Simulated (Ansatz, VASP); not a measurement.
## CsZnI3: VASP beside Ansatz

The input INCAR:

```
PREC = Accurate ; ENCUT = 520
EDIFF = 1E-7 ; ISMEAR = -1
SIGMA = 0.02 ; LREAL = F
LASPH = T ; NELM = 80
ALGO = Normal ; ISIF = 2
LWAVE = F ; LCHARG = F
GGA = PS ; NBANDS = 29
```

The input KPOINTS:

```
Automatic mesh
0
Gamma
  4 4 4
```

POSCAR

```
CsZnI3
1.0
    5.7629927338      0.0000000000      0.0000000000
    0.0000000000      5.7629927338      0.0000000000
    0.0000000000      0.0000000000      5.7629927338
Cs Zn I
1 1 3
Direct
    0.0000000000      0.0000000000      0.0000000000
    0.5000000000      0.5000000000      0.5000000000
    0.5000000000      0.5000000000      0.0000000000
    0.5000000000      0.0000000000      0.5000000000
    0.0000000000      0.5000000000      0.5000000000
```

Input for Ansatz:

```yaml
crystal:
  lattice:
    - [5.7629927338, 0.0, 0.0]
    - [0.0, 5.7629927338, 0.0]
    - [0.0, 0.0, 5.7629927338]
  atoms:
    - { symbol: Cs, position: [0.0, 0.0, 0.0] }
    - { symbol: Zn, position: [0.5, 0.5, 0.5] }
    - { symbol: I, position: [0.5, 0.5, 0.0] }
    - { symbol: I, position: [0.5, 0.0, 0.5] }
    - { symbol: I, position: [0.0, 0.5, 0.5] }
kpoints:
  mp_grid: { grid: [4, 4, 4] }
hamiltonian:
  xc: pbesol
scf:
  occupations: { method: fermi_dirac, width: 0.02 }
  n_extra_bands: 5
output:
  forces: true
  stress: true
  eigenvalues: true
```

Alike in both runs: task single point; functional PBEsol; k mesh 4 × 4 × 4; occupations fermi-dirac, width 0.02 eV; no spin polarisation.

```csv
,VASP,Ansatz
version,VASP 6.6.1,Ansatz 0.2.0
potentials or method,"VASP PAW PBE potentials, release 64 (Cs_sv, Zn, I)","plane waves, PAW"
plane-wave cutoff (eV),520,420
valence electrons in the cell,42,72
```

Ansatz gave:

| Property | Result |
| --- | --- |
| pressure (GPa) | -1.1 |

**Question.** Which values does VASP return?

**Answer.** Pressure (GPa): -1.0.

VASP's potentials were made for PBE, not for PBEsol. VASP's potentials hold 42 valence electrons a cell and Ansatz's 72, so a difference there can come from the potentials and not from the codes.

Neither program's run includes spin-orbit coupling.
